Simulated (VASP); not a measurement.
# BAs (a.bA) (F-43m) in VASP: notebook

Runs on BAs (a.bA). Level: PBEsol. Tasks: single point.

All numbers are computed with VASP 6.6.1; they aren't measurements. Logs are shortened: lines on timing, memory, paths and dates and some standing lists are left out, and cuts for length are marked.

## Step 1: The cell of the first run

Symmetry: F-43m, No. 216, cubic system. Conventional cell: a = 4.768 Å, b = 4.768 Å, c = 4.768 Å, α = 90.00°, β = 90.00°, γ = 90.00°. B (site symmetry -43m) has 4 As at 2.06 Å within 2.7 Å. Within 2.7 Å of As (site symmetry -43m) lie 4 B at 2.06 Å.

## Step 2: Single point, PBEsol

Contents of INCAR:

```
ALGO = Normal
EDIFF = 1E-6
ENCUT = 500
GGA = PS
GGA_COMPAT = F
ISIF = 2
ISMEAR = 0
LASPH = T
LCHARG = F
LREAL = F
LWAVE = F
NBANDS = 11
NELM = 120
PREC = Accurate
SIGMA = 0.02
```

Contents of KPOINTS:

```
k-points
0
Gamma
  10 10 10
```

Contents of POSCAR:

```
BAs
1.0
    0.0000000000      2.3838625023      2.3838625023
    2.3838625023      0.0000000000      2.3838625023
    2.3838625023      2.3838625023      0.0000000000
B As
1 1
Direct
    0.0000000000      0.0000000000      0.0000000000
    0.2500000000      0.2500000000      0.2500000000
```

Potentials or basis: VASP PAW PBE potentials, release 64 (B, As).

The run is started by

```
$ cat potpaw_PBE.64/B/POTCAR potpaw_PBE.64/As/POTCAR > POTCAR
$ mpirun -np 1 vasp_std > vasp.out
```

OUTCAR:

```text
EDIFF = 1E-6
   ENCUT = 500
   GGA = PS
   ISIF = 2
   ISMEAR = 0
   LASPH = T
   LREAL = F
   NELM = 120
   PREC = Accurate

 ion  position               nearest neighbor table
   1  0.000  0.000  0.000-   2 2.06   2 2.06   2 2.06   2 2.06
   2  0.250  0.250  0.250-   1 2.06   1 2.06   1 2.06   1 2.06

  LATTYP: Found a face centered cubic cell.
 ALAT       =     4.7677250046

  Lattice vectors:

 A1 = (   0.0000000000,   2.3838625023,   2.3838625023)
 A2 = (   2.3838625023,   0.0000000000,   2.3838625023)
 A3 = (   2.3838625023,   2.3838625023,   0.0000000000)

Analysis of symmetry for initial positions (statically):
=====================================================================
 Subroutine PRICEL returns:
 Original cell was already a primitive cell.

 Routine SETGRP: Setting up the symmetry group for a
 face centered cubic supercell.

 Subroutine GETGRP returns: Found 24 space group operations
 (whereof 24 operations were pure point group operations)
 out of a pool of 48 trial point group operations.

The static configuration has the point symmetry T_d .

Analysis of symmetry for dynamics (positions and initial velocities):
=====================================================================
 Subroutine PRICEL returns:
 Original cell was already a primitive cell.

 Routine SETGRP: Setting up the symmetry group for a
 face centered cubic supercell.

 Subroutine GETGRP returns: Found 24 space group operations
 (whereof 24 operations were pure point group operations)
 out of a pool of 48 trial point group operations.

The dynamic configuration has the point symmetry T_d .

 Subroutine INISYM returns: Found 24 space group operations
 (whereof 24 operations are pure point group operations),
 and found     1 'primitive' translations

----------------------------------------------------------------------------------------

                                     Primitive cell

  volume of cell :      27.0940

  direct lattice vectors                    reciprocal lattice vectors
     0.000000000  2.383862502  2.383862502    -0.209743641  0.209743641  0.209743641
     2.383862502  0.000000000  2.383862502     0.209743641 -0.209743641  0.209743641
     2.383862502  2.383862502  0.000000000     0.209743641  0.209743641 -0.209743641

  length of vectors
     3.371290682  3.371290682  3.371290682     0.363286642  0.363286642  0.363286642

  position of ions in fractional coordinates (direct lattice)
     0.000000000  0.000000000  0.000000000
     0.250000000  0.250000000  0.250000000

  ion indices of the primitive-cell ions
   primitive index   ion index
                 1           1
                 2           2

----------------------------------------------------------------------------------------

 KPOINTS: k-points

Automatic generation of k-mesh.
 Grid dimensions read from file:
 generate k-points for:   10   10   10

 Generating k-lattice:

  Cartesian coordinates                     Fractional coordinates (reciprocal lattice)
    -0.020974364  0.020974364  0.020974364     0.100000000  0.000000000  0.000000000
     0.020974364 -0.020974364  0.020974364     0.000000000  0.100000000  0.000000000
     0.020974364  0.020974364 -0.020974364     0.000000000  0.000000000  0.100000000

  Length of vectors
     0.036328664  0.036328664  0.036328664

  Shift w.r.t. Gamma in fractional coordinates (k-lattice)
     0.000000000  0.000000000  0.000000000

 Subroutine IBZKPT returns following result:
 ===========================================

 Found     47 irreducible k-points:

 Following reciprocal coordinates:
            Coordinates               Weight
  0.000000  0.000000  0.000000      1.000000
  0.100000  0.000000  0.000000      8.000000
  0.200000  0.000000  0.000000      8.000000
  0.300000  0.000000  0.000000      8.000000
  0.400000  0.000000  0.000000      8.000000
  0.500000  0.000000  0.000000      4.000000
[... 16 lines left out ...]
  0.300000  0.300000  0.000000      6.000000
  0.400000  0.300000  0.000000     24.000000
 [... further k-points ...]
   k-points           NKPTS =     47   k-points in BZ     NKDIM =     47   number of bands    NBANDS=     11
   number of dos      NEDOS =    301   number of ions     NIONS =      2
   total plane-waves  NPLWV =  21952
   dimension x,y,z NGX =    28 NGY =   28 NGZ =   28
   dimension x,y,z NGXF=    56 NGYF=   56 NGZF=   56
   ions per type =               1   1
   NGX,Y,Z   is equivalent  to a cutoff of  13.81, 13.81, 13.81 a.u.
   NGXF,Y,Z  is equivalent  to a cutoff of  27.61, 27.61, 27.61 a.u.
 SYSTEM =  unknown system
   PREC   = accura    normal or accurate (medium, high low for compatibility)
   ISTART =      0    job   : 0-new  1-cont  2-samecut
   ICHARG =      2    charge: 1-file 2-atom 10-const
   ISPIN  =      1    spin polarized calculation?
   LNONCOLLINEAR =      F non collinear calculations
   LSORBIT =      F    spin-orbit coupling
   LASPH  =      T    aspherical Exc in radial PAW
   ENCUT  =  500.0 eV  36.75 Ry    6.06 a.u.   6.15  6.15  6.15*2*pi/ulx,y,z
   NELM   =    120;   NELMIN=  2; NELMDL= -5     # of ELM steps
   EDIFF  = 0.1E-05   stopping-criterion for ELM
   LREAL  =      F    real-space projection
   EDIFFG = 0.1E-04   stopping-criterion for IOM
   NSW    =      0    number of steps for IOM
   IBRION =     -1    ionic relax: 0-MD 1-quasi-New 2-CG
   NFREE  =      0    steps in history (QN), initial steepest desc. (CG)
   ISIF   =      2    stress and relaxation
   ISYM   =      2    0-nonsym 1-usesym 2-fastsym
   POTIM  = 0.5000    time-step for ionic-motion
   TEBEG  =    0.0;   TEEND  =   0.0 temperature during run
   PSTRESS=    0.0 pullay stress
   NELECT =       8.0000    total number of electrons
   NUPDOWN=      -1.0000    fix difference up-down
   EMIN   =  10.00;   EMAX   =-10.00  energy-range for DOS
   EFERMI =   0.00;   METHOD = LEGACY
   ISMEAR =     0;   SIGMA  =   0.02  broadening in eV -4-tet -1-fermi 0-gaus
   EFERMI_NEDOS =   21; number of points for ismear=-14 and -15
   IALGO  =     38    algorithm
   IMIX   =      4    mixing-type and parameters
     AMIX     =   0.40;   BMIX     =  1.00
     AMIX_MAG =   1.60;   BMIX_MAG =  1.00
  volume/ion in A,a.u.               =      13.55        91.42
  Fermi-wavevector in a.u.,A,eV,Ry     =   1.090135  2.060056 16.169087  1.188394
  Thomas-Fermi vector in A             =   2.226353
   LORBIT       =      0    0 simple, 1 ext, 2 COOP (PROOUT), +10 PAW based schemes
   GGA     = PS    functional components
   LHFCALC =     F    Hartree Fock is set to
   AEXX    =    0.0000 exact exchange contribution
   IVDW    =     0    specifies the selected vdW correction
   LEPSILON=     F    determine dielectric tensor
   LRPA    =     F    only Hartree local field effects (RPA)
 non-spin polarized calculation
 Gauss-broadening in eV      SIGMA  =   0.02
  energy-cutoff  :      500.00
  volume of cell :       27.09
 maximum number of plane-waves:       701
 NGX is ok and might be reduce to    28
   NGX = 13   NGY = 13   NGZ = 13

 number of electron       8.0000000 magnetization

 Free energy of the ion-electron system (eV)
  ---------------------------------------------------
  ext. energy  EPLUGINS =         0.00000000
  ---------------------------------------------------
  free energy    TOTEN  =       -12.20310061 eV

  energy without entropy =      -12.20310061  energy(sigma->0) =      -12.20310061

 E-fermi :   6.2839     XC(G=0): -10.7558

 val. band max:        6.1084944618   @ k =   0.0000   0.0000   0.0000
 cond. band min:       7.1786090911   @ k =   0.4000   0.4000   0.0000
 fundamental gap:      1.0701146293
 Fermi energy:         6.2838503938

 k-point     1 :       0.0000    0.0000    0.0000
  band No.  band energies     occupation
      1      -9.3821      2.00000
      2       6.1085      2.00000
      3       6.1085      2.00000
      4       6.1085      2.00000
      5       9.3556      0.00000
      6       9.3556      0.00000
      7       9.3556      0.00000
      8      10.8644      0.00000
      9      15.4837      0.00000
     10      19.0632      0.00000
     11      19.0632      0.00000

 k-point     2 :       0.1000    0.0000    0.0000
  band No.  band energies     occupation
      1      -9.2166      2.00000
      2       4.6992      2.00000
      3       5.8017      2.00000
      4       5.8017      2.00000
      5       9.5132      0.00000
      6       9.7587      0.00000
      7       9.7587      0.00000
      8      11.7199      0.00000
      9      16.1450      0.00000
     10      17.9388      0.00000
     11      17.9388      0.00000

 k-point     3 :       0.2000    0.0000    0.0000
  band No.  band energies     occupation
      1      -8.7283      2.00000
      2       2.3129      2.00000
      3       5.2203      2.00000
      4       5.2203      2.00000
      5       9.3055      0.00000
      6      10.4797      0.00000
      7      10.4797      0.00000
      8      13.3047      0.00000
      9      17.1591      0.00000
     10      17.2055      0.00000
     11      17.2055      0.00000

 k-point     4 :       0.3000    0.0000    0.0000
  band No.  band energies     occupation
      1      -7.9531      2.00000
      2       0.0011      2.00000
      3       4.7083      2.00000
      4       4.7083      2.00000
      5       9.0371      0.00000
      6      10.8723      0.00000
      7      10.8723      0.00000
      8      14.5082      0.00000
      9      17.2953      0.00000
     10      17.6629      0.00000
     11      17.6629      0.00000
[... 239 lines left out ...]
 k-point    22 :      -0.2000    0.2000    0.0000
  band No.  band energies     occupation
      1      -7.6876      2.00000
      2       0.6070      2.00000
      3       1.9719      2.00000
      4       4.8020      2.00000
      5      10.0223      0.00000
      6      11.2095      0.00000
      7      12.0806      0.00000
      8      13.0738      0.00000
      9      15.9085      0.00000
     10      18.6282      0.00000
     11      20.2418      0.00000

 k-point    23 :       0.3000    0.3000    0.0000
  band No.  band energies     occupation
      1      -7.4508      2.00000
      2       0.8872      2.00000
      3       2.8771      2.00000
      4       2.8771      2.00000
      5       7.4127      0.00000
      6       9.6611      0.00000
      7      14.5748      0.00000
      8      14.5748      0.00000
      9      17.1023      0.00000
     10      21.0738      0.00000
     11      21.2203      0.00000

 k-point    24 :       0.4000    0.3000    0.0000
  band No.  band energies     occupation
      1      -6.7161      2.00000
      2      -0.3681      2.00000
      3       2.0744      2.00000
      4       2.5780      2.00000
      5       7.7119      0.00000
      6       9.4022      0.00000
      7      14.9523      0.00000
      8      15.1878      0.00000
      9      18.1479      0.00000
     10      21.8672      0.00000
     11      21.9895      0.00000

 [... further k-points ...]

------------------------ aborting loop because EDIFF is reached ----------------------------------------

  FORCE on cell =-STRESS in cart. coord.  units (eV):
  Direction    XX          YY          ZZ          XY          YZ          ZX
  --------------------------------------------------------------------------------------
  -------------------------------------------------------------------------------------
  Total        0.1511398      0.1511398      0.1511398     -0.0000000      0.0000000     -0.0000000
  in kB        8.9374961      8.9374961      8.9374961     -0.0000000      0.0000000     -0.0000000
  external PRESSURE =       8.9374961 kB  Pullay stress =       0.0000000 kB

 VOLUME and BASIS-vectors are now :
 -----------------------------------------------------------------------------
  energy-cutoff  :      500.00
  volume of cell :       27.09
      direct lattice vectors                 reciprocal lattice vectors
     0.000000000  2.383862502  2.383862502    -0.209743641  0.209743641  0.209743641
     2.383862502  0.000000000  2.383862502     0.209743641 -0.209743641  0.209743641
     2.383862502  2.383862502  0.000000000     0.209743641  0.209743641 -0.209743641

 POSITION                                       TOTAL-FORCE (eV/Angst)
 -----------------------------------------------------------------------------------
      0.00000      0.00000      0.00000         0.000000      0.000000      0.000000
      1.19193      1.19193      1.19193        -0.000000     -0.000000     -0.000000
 -----------------------------------------------------------------------------------
    total drift:                               -0.000000     -0.000000     -0.000000

  FREE ENERGIE OF THE ION-ELECTRON SYSTEM (eV)
  ---------------------------------------------------
  free  energy   TOTEN  =       -12.2031006072 eV

  energy  without entropy=      -12.2031006072  energy(sigma->0) =      -12.20310061
```

Wall time 6.8 s (1 thread of Intel Xeon 6975P-C (Granite Rapids), shared host); peak memory 0.16 GiB.

Results:

* Free energy: -12.2031 eV
* Pressure: 0.9 GPa
* Band gap on the k mesh: 1.07 eV, indirect (least direct gap 3.25 eV)

Caveat: the PAW data sets were made with another functional, which shifts forces and pressure a little. A k mesh can miss the band edges.

## Step 3: Single point, PBEsol

Contents of INCAR:

```
SYSTEM = BAs
ALGO = Normal
EDIFF = 1E-6
ENCUT = 500
GGA = PS
GGA_COMPAT = .False.
ISIF = 2
ISMEAR = 0
LASPH = .True.
LCHARG = .False.
LREAL = .False.
LWAVE = .False.
NBANDS = 11
NELM = 120
PREC = Accurate
SIGMA = 0.02
```

Contents of KPOINTS:

```
k-points
0
Gamma
  10 10 10
  0 0 0
```

POSCAR is that of step 2.

Potentials or basis: VASP PAW PBE potentials, release 64 (B, As).

The run is started by

```
$ cat potpaw_PBE.64/B/POTCAR potpaw_PBE.64/As/POTCAR > POTCAR
$ mpirun -np 1 vasp_std > vasp.out
```

Run time: 6.8 s. Hardware: 1 thread of Intel Xeon 6975P-C (Granite Rapids), shared host; peak memory 0.15 GiB.

The run converged. Its results:

- Free energy: -12.2031 eV
- Pressure: 0.9 GPa
- Band gap on the k mesh: 1.07 eV, indirect (least direct gap 3.25 eV)

Levels at points of the mesh, in eV from the valence-band top:
| k point | band 1 | band 2 | band 3 | band 4 | band 5 | band 6 | band 7 | band 8 |
| --- | --- | --- | --- | --- | --- | --- | --- | --- |
| (0.00, 0.00, 0.00) | -15.49 | 0.00 | 0.00 | 0.00 | 3.25 | 3.25 | 3.25 | 4.76 |
| (0.50, 0.00, 0.00) | -12.58 | -8.88 | -1.84 | -1.84 | 2.69 | 4.73 | 4.73 | 8.72 |
| (0.50, 0.50, 0.00) | -11.27 | -8.57 | -4.13 | -4.13 | 1.31 | 1.33 | 11.40 | 11.40 |

Caveat: the PAW data sets were made with another functional, which shifts forces and pressure a little. PBEsol gaps usually lie below the measured ones, often by a third to a half.
